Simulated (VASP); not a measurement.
Set up this calculation in VASP 6.6.1, as the native input.

```yaml
Task: single point
Functional: PBE
Potentials_or_basis: VASP PAW PBE potentials, release 64 (Sr_sv, Ga_d)
Cutoff: 520 eV
k_mesh: 8 × 8 × 8
Occupations: gaussian, width 0.05 eV
Spin: no spin polarisation
Dipole_correction: no
Further_INCAR_settings: ALGO = Fast; EDIFF = 1e-06; NBANDS = 32
```

The structure of SrGa3 lies in POSCAR:

```
SrGa3
1.0
    4.4438854930      0.0000000000      0.0000000000
    0.0000000000      4.4438854930      0.0000000000
    0.0000000000      0.0000000000      4.4438854930
Sr Ga
1 3
Direct
    0.0000000000      0.0000000000      0.0000000000
    0.0000000000      0.5000000000      0.5000000000
    0.5000000000      0.5000000000      0.0000000000
    0.5000000000      0.0000000000      0.5000000000
```

This cell differs from its parent crystal: volume scaled by 0.945.

The input as run:

INCAR

```
SYSTEM = SrGa3
  PREC = Accurate
  ENCUT = 520
  EDIFF = 1E-6
  ISMEAR = 0
  SIGMA = 0.05
  LREAL = .FALSE.
  LASPH = .TRUE.
  NELM = 80
  ALGO = Fast
  ISIF = 2
  LWAVE = .FALSE.
  LCHARG = .FALSE.
  GGA = PE
  NBANDS = 32
```

KPOINTS

```
Automatic mesh
0
G
  8 8 8
  0 0 0
```

Potentials or basis: VASP PAW PBE potentials, release 64 (Sr_sv, Ga_d).

Run with:

```sh
$ cat potpaw_PBE.64/Sr_sv/POTCAR potpaw_PBE.64/Ga_d/POTCAR > POTCAR
$ mpirun -np 1 vasp_std > vasp.out
```

Results of the run:

* Pressure: 2.7 GPa

Run time: 68 s on 1 thread of Intel(R) Xeon(R) 6975P-C (Granite Rapids), with other jobs on the host, peak memory 0.25 GiB.
